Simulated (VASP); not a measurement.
# Sr8Ti8HO23 (a cell with a defect) in VASP: single point with PBEsol

Aim: the single point of Sr8Ti8HO23 (a cell with a defect) with PBEsol.

All numbers are computed with VASP 6.6.1; they aren't measurements. Logs are shortened: lines on timing, memory, paths and dates and some standing lists are left out, and cuts for length are marked.

### Step 1. The cell of the first run

The cell holds a defect, 40 atoms: a = 7.783 Å, b = 7.783 Å, c = 7.783 Å, α = 90.00°, β = 90.00°, γ = 90.00°.

### Step 2. Single point, PBEsol, collinear spin

Input file INCAR:

```
SYSTEM = Sr8Ti8HO23
  PREC = Accurate
  ENCUT = 520
  EDIFF = 1E-6
  ISMEAR = -1
  SIGMA = 0.05
  LREAL = Auto
  LASPH = .True.
  NELM = 150
  ALGO = Normal
  ISIF = 2
  LWAVE = .False.
  LCHARG = .True.
  ISPIN = 2
  MAGMOM = 0 0 0 0 0 0 0 0 0.667 0.667 0 0 0 0 0 0 0 0 0 0 0 0 0 0 0 0 0 0 0 0 0 0 0 0 0 0 0 0 0 0.667
  LORBIT = 11
  LMAXMIX = 4
  GGA = PS
  LELF = .True.
  LVHAR = .True.
  NELECT = 316.0
  ISYM = 0
  NBANDS = 188
```

Input file KPOINTS:

```
Automatic mesh
0
Gamma
  1 1 1
  0.25 0.25 0.25
```

Input file POSCAR:

```
Sr8Ti8HO23
1.0
    7.7828210000      0.0000000000      0.0000000000
    0.0000000000      7.7828210000      0.0000000000
    0.0000000000      0.0000000000      7.7828210000
Sr Ti O H
8 8 23 1
Direct
    0.9993010000      0.9968690000      0.9990710000
    0.9967800000      0.9968080000      0.5001490000
    0.9988280000      0.5033390000      0.0000520000
    0.9984040000      0.5013880000      0.5001800000
    0.5007740000      0.9997300000      0.9998330000
    0.5011650000      0.9972640000      0.4997160000
    0.5046670000      0.5018250000      0.0012820000
    0.5038600000      0.5035940000      0.4997820000
    0.2496330000      0.2515770000      0.2423430000
    0.2498250000      0.2520490000      0.7581010000
    0.2509890000      0.7510190000      0.2507700000
    0.2510190000      0.7491070000      0.7479530000
    0.7514940000      0.2494280000      0.2524840000
    0.7494510000      0.2497270000      0.7488220000
    0.7510120000      0.7500740000      0.2494910000
    0.7507170000      0.7498700000      0.7504870000
    0.2406070000      0.2721570000      0.0002500000
    0.2631010000      0.7302560000      0.9998730000
    0.2355730000      0.7714330000      0.5001060000
    0.7590030000      0.2278050000      0.0007250000
    0.7413350000      0.2772900000      0.5005730000
    0.7366890000      0.7749450000      0.0004170000
    0.7631150000      0.7281470000      0.5003280000
    0.0028960000      0.2458970000      0.2692790000
    0.0025660000      0.2506680000      0.7347230000
    0.9998440000      0.7534590000      0.2364740000
    0.9999590000      0.7484060000      0.7657770000
    0.4981200000      0.2526060000      0.2498750000
    0.4987260000      0.2482650000      0.7539240000
    0.5006600000      0.7466610000      0.2641590000
    0.5005230000      0.7510160000      0.7375490000
    0.2542870000      0.0019570000      0.2349060000
    0.2498720000      0.0026390000      0.7625360000
    0.2476340000      0.4980810000      0.2764820000
    0.2521390000      0.4977070000      0.7210040000
    0.7477430000      0.0003580000      0.2737870000
    0.7516520000      0.0001590000      0.7259530000
    0.7540600000      0.5009340000      0.2250040000
    0.7493930000      0.5011720000      0.7744180000
    0.2600750000      0.2281020000      0.5001600000
```

Potentials or basis: VASP PAW PBE potentials, release 64 (Sr_sv, Ti_sv, O, H).

Started as:

```sh
> cat potpaw_PBE.64/Sr_sv/POTCAR potpaw_PBE.64/Ti_sv/POTCAR potpaw_PBE.64/O/POTCAR potpaw_PBE.64/H/POTCAR > POTCAR
> mpirun -np 1 vasp_std > vasp.out
```

OUTCAR:

```text
SYSTEM = Sr8Ti8HO23
   PREC = Accurate
   ENCUT = 520
   EDIFF = 1E-6
   ISMEAR = -1
   LREAL = Auto
   LASPH = .True.
   NELM = 150
   ISIF = 2
   ISPIN = 2
   LORBIT = 11
   GGA = PS
   NELECT = 316.0
   ISYM = 0

 ion  position               nearest neighbor table
   1  0.999  0.997  0.999-  20 2.59  26 2.65  27 2.65  22 2.68  33 2.68  32 2.70  17 2.85  25 2.85
                            24 2.86  37 2.87  36 2.90  18 2.92  16 3.34  15 3.35  10 3.36   9 3.36
   2  0.997  0.997  0.500-  19 2.56  37 2.59  36 2.62  24 2.64  25 2.69  40 2.73  23 2.77  26 2.79
                            27 2.83  33 2.84  32 2.88  21 2.95  15 3.34  16 3.34  13 3.35  14 3.37
   3  0.999  0.503  0.000-  38 2.59  17 2.60  39 2.62  27 2.64  26 2.68  18 2.71  20 2.84  25 2.85
                            34 2.89  24 2.90  35 2.93  22 2.94  15 3.34  16 3.34  10 3.34   9 3.35
   4  0.998  0.501  0.500-  23 2.54  34 2.61  35 2.62  21 2.65  25 2.67  24 2.68  19 2.80  27 2.82
                            26 2.84  38 2.86  39 2.88  40 2.94  16 3.35  13 3.35  15 3.36  12 3.36
   5  0.501  1.000  1.000-  22 2.54  32 2.65  20 2.68  33 2.69  29 2.72  28 2.77  18 2.80  31 2.81
                            30 2.85  36 2.87  37 2.89  17 2.93  10 3.35   9 3.35  16 3.37  11 3.37
   6  0.501  0.997  0.500-  40 2.60  36 2.60  37 2.63  31 2.66  30 2.68  19 2.71  29 2.78  28 2.78
                            32 2.82  33 2.83  21 2.87  23 2.92  11 3.35  12 3.35  15 3.36  16 3.36
   7  0.505  0.502  0.001-  18 2.59  39 2.60  38 2.61  17 2.72  28 2.74  29 2.76  22 2.79  30 2.80
                            31 2.82  20 2.91  34 2.93  35 2.94  15 3.34  16 3.35   9 3.35  10 3.36
   8  0.504  0.504  0.500-  21 2.55  35 2.61  30 2.63  34 2.65  23 2.67  31 2.67  28 2.76  29 2.80
                            40 2.86  39 2.87  38 2.89  19 2.95  16 3.34  15 3.34  12 3.35  14 3.36
   9  0.250  0.252  0.242-  17 1.89  24 1.93  28 1.93  34 1.94  32 1.94   3 3.35   5 3.35   7 3.35
                             1 3.36   4 3.41   6 3.43   8 3.43   2 3.44
  10  0.250  0.252  0.758-  17 1.89  25 1.93  35 1.93  29 1.94  33 1.94   3 3.34   5 3.35   1 3.36
                             7 3.36   4 3.41   8 3.43   6 3.44   2 3.44
  11  0.251  0.751  0.251-  30 1.95  19 1.95  32 1.96  26 1.96  18 1.96  34 1.98   6 3.35   1 3.37
                             8 3.37   5 3.37   2 3.37   3 3.37   4 3.38   7 3.38
  12  0.251  0.749  0.748-  19 1.94  31 1.94  27 1.96  35 1.97  18 1.97  33 1.98   6 3.35   8 3.35
                             4 3.36   2 3.37   3 3.37   1 3.37   5 3.38   7 3.39
  13  0.751  0.249  0.252-  21 1.94  36 1.95  24 1.96  20 1.97  38 1.97  28 1.97   2 3.35   4 3.35
                             8 3.37   6 3.37   7 3.37   5 3.38   3 3.39   1 3.39
  14  0.749  0.250  0.749-  21 1.94  37 1.95  29 1.95  39 1.97  20 1.97  25 1.97   8 3.36   2 3.37
                             4 3.37   7 3.37   5 3.37   6 3.37   1 3.38   3 3.39
  15  0.751  0.750  0.249-  26 1.94  38 1.95  22 1.95  30 1.95  36 1.96  23 1.96   7 3.34   2 3.34
                             8 3.34   3 3.34   1 3.35   4 3.36   6 3.36   5 3.37
  16  0.751  0.750  0.750-  27 1.94  39 1.94  31 1.95  23 1.96  37 1.96  22 1.96   2 3.34   8 3.34
                             1 3.34   3 3.34   7 3.35   4 3.35   6 3.36   5 3.37
  17  0.241  0.272  0.000-   9 1.89  10 1.89   3 2.60   7 2.72   1 2.85   5 2.93
  18  0.263  0.730  1.000-  11 1.96  12 1.97   7 2.59   3 2.71   5 2.80   1 2.92
  19  0.236  0.771  0.500-  12 1.94  11 1.95   2 2.56   6 2.71   4 2.80   8 2.95
  20  0.759  0.228  0.001-  13 1.97  14 1.97   1 2.59   5 2.68   3 2.84   7 2.91
  21  0.741  0.277  0.501-  13 1.94  14 1.94   8 2.55   4 2.65   6 2.87   2 2.95
  22  0.737  0.775  0.000-  15 1.95  16 1.96   5 2.54   1 2.68   7 2.79   3 2.94
[... 15 lines left out ...]
  38  0.754  0.501  0.225-  15 1.95  13 1.97   3 2.59   7 2.61   4 2.86   8 2.89
  39  0.749  0.501  0.774-  16 1.94  14 1.97   7 2.60   3 2.62   8 2.87   4 2.88
  40  0.260  0.228  0.500-   6 2.60   2 2.73   8 2.86   4 2.94

IMPORTANT INFORMATION: All symmetrisations will be switched off!
NOSYMM: (Re-)initialisation of all symmetry stuff for point group C_1.

----------------------------------------------------------------------------------------

                                     Primitive cell

  volume of cell :     471.4234

  direct lattice vectors                    reciprocal lattice vectors
     7.782821000  0.000000000  0.000000000     0.128488115  0.000000000  0.000000000
     0.000000000  7.782821000  0.000000000     0.000000000  0.128488115  0.000000000
     0.000000000  0.000000000  7.782821000     0.000000000  0.000000000  0.128488115

  length of vectors
     7.782821000  7.782821000  7.782821000     0.128488115  0.128488115  0.128488115

  position of ions in fractional coordinates (direct lattice)
     0.999301000  0.996869000  0.999071000
     0.996780000  0.996808000  0.500149000
     0.998828000  0.503339000  0.000052000
     0.998404000  0.501388000  0.500180000
     0.500774000  0.999730000  0.999833000
     0.501165000  0.997264000  0.499716000
[... 32 lines left out ...]
     0.749393000  0.501172000  0.774418000
     0.260075000  0.228102000  0.500160000

  ion indices of the primitive-cell ions
   primitive index   ion index
                 1           1
                 2           2
                 3           3
                 4           4
                 5           5
                 6           6
[... 32 lines left out ...]
                39          39
                40          40

[... 57 lines left out ...]
   ISYM   =      0    0-nonsym 1-usesym 2-fastsym
   POTIM  = 0.5000    time-step for ionic-motion
   TEBEG  =    0.0;   TEEND  =   0.0 temperature during run
   PSTRESS=    0.0 pullay stress
   NELECT =     316.0000    total number of electrons
   NUPDOWN=      -1.0000    fix difference up-down
   EMIN   =  10.00;   EMAX   =-10.00  energy-range for DOS
   EFERMI =   0.00;   METHOD = LEGACY
   ISMEAR =    -1;   SIGMA  =   0.05  broadening in eV -4-tet -1-fermi 0-gaus
   EFERMI_NEDOS =   21; number of points for ismear=-14 and -15
   IALGO  =     38    algorithm
   IMIX   =      4    mixing-type and parameters
     AMIX     =   0.40;   BMIX     =  1.00
     AMIX_MAG =   1.60;   BMIX_MAG =  1.00
  volume/ion in A,a.u.               =      11.79        79.53
  Fermi-wavevector in a.u.,A,eV,Ry     =   1.432738  2.707482 27.929203  2.052739
  Thomas-Fermi vector in A             =   2.552333
   LORBIT       =     11    0 simple, 1 ext, 2 COOP (PROOUT), +10 PAW based schemes
   GGA     = PS    functional components
   LHFCALC =     F    Hartree Fock is set to
   AEXX    =    0.0000 exact exchange contribution
   IVDW    =     0    specifies the selected vdW correction
   LEPSILON=     F    determine dielectric tensor
   LRPA    =     F    only Hartree local field effects (RPA)
 spin polarized calculation
  energy-cutoff  :      520.00
  volume of cell :      471.42
 maximum number of plane-waves:     12704
 NGX is ok and might be reduce to    60
   NGX = 29   NGY = 29   NGZ = 29

 number of electron     316.0000028 magnetization       1.8909187

 Free energy of the ion-electron system (eV)
  ---------------------------------------------------
  ext. energy  EPLUGINS =         0.00000000
  ---------------------------------------------------
  free energy    TOTEN  =      -323.47033101 eV

  energy without entropy =     -323.32492705  energy(sigma->0) =     -323.39762903

 E-fermi :   6.6237     XC(G=0): -11.5562

 val. band max:        6.6190782561   @ k =   0.2500  -0.2500   0.2500
 cond. band min:       6.6522645743   @ k =   0.2500  -0.2500   0.2500
 fundamental gap:      0.0331863182
 Fermi energy:         6.6236828541

 spin component 1

 k-point     1 :       0.2500    0.2500    0.2500
  band No.  band energies     occupation
      1     -51.8498      1.00000
      2     -51.8485      1.00000
      3     -51.7735      1.00000
      4     -51.7678      1.00000
      5     -51.7656      1.00000
      6     -51.7597      1.00000
[... 681 lines left out ...]
    169       7.7678      0.00000
    170       7.8187      0.00000
 Fermi energy:         6.6236828541

 spin component 2

 k-point     1 :       0.2500    0.2500    0.2500
  band No.  band energies     occupation
      1     -51.7139      1.00000
      2     -51.7120      1.00000
      3     -51.5629      1.00000
      4     -51.5568      1.00000
      5     -51.5552      1.00000
      6     -51.5469      1.00000
[... 681 lines left out ...]
    169       7.9283      0.00000
    170       7.9886      0.00000
 [bands above 170 left out]

------------------------ aborting loop because EDIFF is reached ----------------------------------------

  FORCE on cell =-STRESS in cart. coord.  units (eV):
  Direction    XX          YY          ZZ          XY          YZ          ZX
  --------------------------------------------------------------------------------------
  -------------------------------------------------------------------------------------
  Total       15.0776942     12.2796147     10.7031069     -0.8037975     -0.1022317     -0.1789668
  in kB       51.2429811     41.7334411     36.3755290     -2.7317823     -0.3474441     -0.6082358
  external PRESSURE =      43.1173171 kB  Pullay stress =       0.0000000 kB

 VOLUME and BASIS-vectors are now :
 -----------------------------------------------------------------------------
  energy-cutoff  :      520.00
  volume of cell :      471.42
      direct lattice vectors                 reciprocal lattice vectors
     7.782821000  0.000000000  0.000000000     0.128488115  0.000000000  0.000000000
     0.000000000  7.782821000  0.000000000     0.000000000  0.128488115  0.000000000
     0.000000000  0.000000000  7.782821000     0.000000000  0.000000000  0.128488115

 POSITION                                       TOTAL-FORCE (eV/Angst)
 -----------------------------------------------------------------------------------
      7.77738      7.75845      7.77559        -0.015667     -0.008196     -0.008554
      7.75776      7.75798      3.89257        -0.006991     -0.010926      0.025637
      7.77370      3.91740      0.00040        -0.039260      0.032241     -0.003981
      7.77040      3.90221      3.89281        -0.002094      0.017100     -0.001175
      3.89743      7.78072      7.78152         0.011654     -0.009817     -0.011005
      3.90048      7.76153      3.88920         0.028944     -0.025228      0.021259
[... 32 lines left out ...]
      5.83239      3.90053      6.02716        -0.010240     -0.071535      0.011335
      2.02412      1.77528      3.89266         0.003257      0.003303      0.003668
 -----------------------------------------------------------------------------------
    total drift:                               -0.048995     -0.002287      0.008172

  FREE ENERGIE OF THE ION-ELECTRON SYSTEM (eV)
  ---------------------------------------------------
  free  energy   TOTEN  =      -323.4703310100 eV

  energy  without entropy=     -323.3249270507  energy(sigma->0) =     -323.39762903

 total charge

# of ion       s       p       d       tot
------------------------------------------
    1        2.000   5.765   0.226   7.992
    2        2.001   5.768   0.234   8.004
    3        2.001   5.767   0.230   7.998
    4        2.001   5.770   0.237   8.008
    5        2.000   5.765   0.227   7.992
    6        2.000   5.766   0.228   7.994
[... 32 lines left out ...]
   39        1.559   3.485   0.000   5.044
   40        0.550   0.004   0.000   0.554
--------------------------------------------------
tot         70.269 176.745  16.653 263.667

 magnetization (x)

# of ion       s       p       d       tot
------------------------------------------
    1        0.000   0.000   0.004   0.004
    2        0.000   0.000   0.004   0.004
    3        0.000  -0.000   0.003   0.003
    4        0.000   0.000   0.003   0.003
    5        0.000   0.000   0.004   0.004
    6        0.000   0.000   0.004   0.004
[... 32 lines left out ...]
   39       -0.000  -0.004   0.000  -0.005
   40       -0.003   0.000   0.000  -0.002
--------------------------------------------------
tot          0.003  -0.114   1.688   1.577
```

It took 53 min on 1 thread of Intel Xeon Platinum 8259CL at 2.50GHz (Skylake/Cascade Lake), shared host; peak memory 0.95 GiB.

What came out:

```yaml
Free_energy: -323.4703 eV
Largest_force: 0.166 eV/Å
Net_moment: 1.89 μB per cell
Site_moments: Sr +0.00; Ti +0.29, +0.21, +0.13 (each value once); O -0.02, -0.01, -0.00 (each value once); H -0.00 μB
Valence_electrons_inside_the_program's_atomic_spheres: Sr 7.99, 8.00, 8.01 (each value once); Ti 10.43, 10.38, 10.39 (each value once); O 5.06, 5.03, 5.05, 5.04 (each value once); H 0.55
```

Forces on the atoms (eV/Å):
```
Sr  -0.016 -0.008 -0.009
Sr  -0.007 -0.011  0.026
Sr  -0.039  0.032 -0.004
Sr  -0.002  0.017 -0.001
Sr   0.012 -0.010 -0.011
Sr   0.029 -0.025  0.021
Sr   0.016  0.017  0.005
Sr   0.005  0.021 -0.019
Ti   0.073  0.089  0.034
Ti  -0.071 -0.099 -0.025
Ti  -0.054 -0.155  0.020
Ti  -0.025  0.118  0.043
Ti  -0.111  0.036 -0.038
Ti   0.148  0.035  0.039
Ti  -0.034  0.000  0.034
Ti  -0.034  0.009 -0.015
O    0.005 -0.006  0.004
O    0.006  0.000 -0.006
O    0.035 -0.013 -0.028
O    0.014 -0.002  0.002
O    0.009 -0.056  0.003
O    0.006 -0.015 -0.013
O    0.002  0.013 -0.005
O    0.034  0.009 -0.039
O    0.034  0.023 -0.038
O    0.069  0.008 -0.033
O    0.059  0.010 -0.034
O    0.006  0.006 -0.026
O   -0.069  0.020 -0.046
O   -0.015  0.017 -0.031
O   -0.017 -0.002 -0.008
O   -0.009  0.068  0.038
O   -0.002 -0.011  0.021
O   -0.013 -0.040  0.019
O   -0.007 -0.020  0.032
O   -0.009  0.015  0.001
O   -0.013  0.033  0.033
O   -0.009 -0.055  0.039
O   -0.010 -0.072  0.011
H    0.003  0.003  0.004
```

Caveat: the cell carries a net charge on a neutralising background, which shifts energy and pressure; the cell is charged against a uniform background, so pressure and absolute levels hang on convention; a moment this small can come from the mesh or the smearing; the PAW data sets were made with another functional, which shifts forces and pressure a little.
